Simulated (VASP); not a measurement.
Here is a VASP 6.6.1 calculation.

File INCAR:

```
AGGAC    = 1.0          
AGGAX    = 1.0          
ALDAC    = 0.0          
ALDAX    = 1.0          
ALGO     = Normal         # electronic algorithm
EDIFF    = 1E-6           # SCF threshold, eV
ENCUT    = 520            # plane-wave cutoff, eV
GGA      = B5             # functional
ISIF     = 2              # what is computed and relaxed
ISMEAR   = -1             # smearing method
LASPH    = True           # aspherical terms in the spheres
LCHARG   = False          # write CHGCAR
LREAL    = False          # projectors in reciprocal space
LWAVE    = False          # write WAVECAR
NBANDS   = 16             # bands
NELM     = 80             # most SCF steps
PREC     = Accurate       # precision mode
SIGMA    = 0.05           # smearing width, eV
```

Contents of KPOINTS:

```
k-points
0
Gamma
  10 10 10
```

File POSCAR:

```
CuO
1.0
    0.0000000000      2.2957995131      2.2957995131
    2.2957995131      0.0000000000      2.2957995131
    2.2957995131      2.2957995131      0.0000000000
Cu O
1 1
Direct
    0.0000000000      0.0000000000      0.0000000000
    0.2500000000      0.2500000000      0.2500000000
```

Potentials or basis: VASP PAW PBE potentials, release 64 (Cu, O).

The run is started by

```sh
$ cat potpaw_PBE.64/Cu/POTCAR potpaw_PBE.64/O/POTCAR > POTCAR
$ mpirun -np 1 vasp_std > vasp.out
```

Question: Estimate the pressure.

Answer: -0.3 GPa.

Caveat: the PAW data sets were made with another functional, which shifts forces and pressure a little; an odd number of electrons without spin polarisation forces a metal; a magnetic or distorted state may lie lower.
